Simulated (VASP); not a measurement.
Wanted: the native input for a VASP 6.6.1 run.

```
Task                   : single point
Functional             : PBE
Dispersion             : D3(BJ)
Potentials or basis    : VASP PAW PBE potentials, release 64 (S, W_sv)
Cutoff                 : 520 eV
k mesh                 : 12 × 12 × 1
Occupations            : gaussian, width 0.02 eV
Spin                   : no spin polarisation
Dipole correction      : yes
Further INCAR settings : ALGO = Normal; EDIFF = 1e-06; NBANDS = 20
```

The structure of WS2 lies in POSCAR:

```
WS2
1.0
    3.2860000000      0.0000000000      0.0000000000
   -1.6430000000      2.8457594768      0.0000000000
    0.0000000000      0.0000000000     32.2910878415
S W
2 1
Direct
    0.3333333333      0.6666666667      0.4512000864
    0.3333333333      0.6666666667      0.5488121587
    0.6666666667      0.3333333333      0.5000061202
```

The input as run:

INCAR

```
SYSTEM = WS2
PREC = Accurate
ENCUT = 520
EDIFF = 1E-6
ISMEAR = 0
SIGMA = 0.02
LREAL = .FALSE.
LASPH = .TRUE.
NELM = 60
ALGO = Normal
ISIF = 2
LWAVE = .FALSE.
LCHARG = .FALSE.
LDIPOL = .TRUE.
IDIPOL = 3
DIPOL = 0.5 0.5 0.500
GGA = PE
IVDW = 12
NBANDS = 20
```

KPOINTS

```
Automatic mesh
0
G
  12 12 1
  0 0 0
```

Potentials or basis: VASP PAW PBE potentials, release 64 (S, W_sv).

Command:

```sh
$ cat potpaw_PBE.64/S/POTCAR potpaw_PBE.64/W_sv/POTCAR > POTCAR
$ mpirun -np 1 vasp_std > vasp.out
```

Results of the run:

The largest force is 0.776 eV/Å, the band gap on the k mesh is 1.36 eV (least direct gap 1.52 eV) and the dispersion energy per atom is -0.285 eV.

Caveat: spin-orbit coupling is left out, which moves the levels of the heavy elements.

Run time: 73 s on 1 thread of Intel(R) Xeon(R) 6975P-C (Granite Rapids), on a shared host, peak memory 0.41 GiB.
